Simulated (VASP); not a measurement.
A run of VASP 6.6.1 is set up as follows.

Contents of INCAR:

```
PREC = Accurate ; ENCUT = 600
EDIFF = 1E-6 ; ISMEAR = 0
SIGMA = 0.02 ; LREAL = F
LASPH = T ; NELM = 60
ALGO = Normal ; ISIF = 3
LWAVE = F ; LCHARG = F
GGA = PE ; IBRION = 2
NSW = 100 ; EDIFFG = -0.005
```

File KPOINTS:

```
Automatic mesh
0
Gamma
  10 10 10
```

File POSCAR:

```
BP
1.0
    0.0000000000      2.2660723845      2.2660723845
    2.2660723845      0.0000000000      2.2660723845
    2.2660723845      2.2660723845      0.0000000000
B P
1 1
Direct
    0.0000000000      0.0000000000      0.0000000000
    0.2500000000      0.2500000000      0.2500000000
```

Potentials or basis: VASP PAW PBE potentials, release 64 (B, P).

Command:

```sh
$ cat potpaw_PBE.64/B/POTCAR potpaw_PBE.64/P/POTCAR > POTCAR
$ mpirun -np 1 vasp_std > vasp.out
```

(1) Estimate the relaxed cell.

(2) What does it give for the band gap on the k mesh?

(3) Estimate the relaxed volume.

(4) Estimate the space group after relaxing (to 0.05 Å).

Results:

(1) a = 3.215 Å, b = 3.215 Å, c = 3.215 Å, α = 60.00°, β = 60.00°, γ = 60.00°.

(2) 1.25 eV, indirect (least direct gap 3.39 eV).

(3) 11.75 Å³/atom.

(4) F-43m (No. 216).
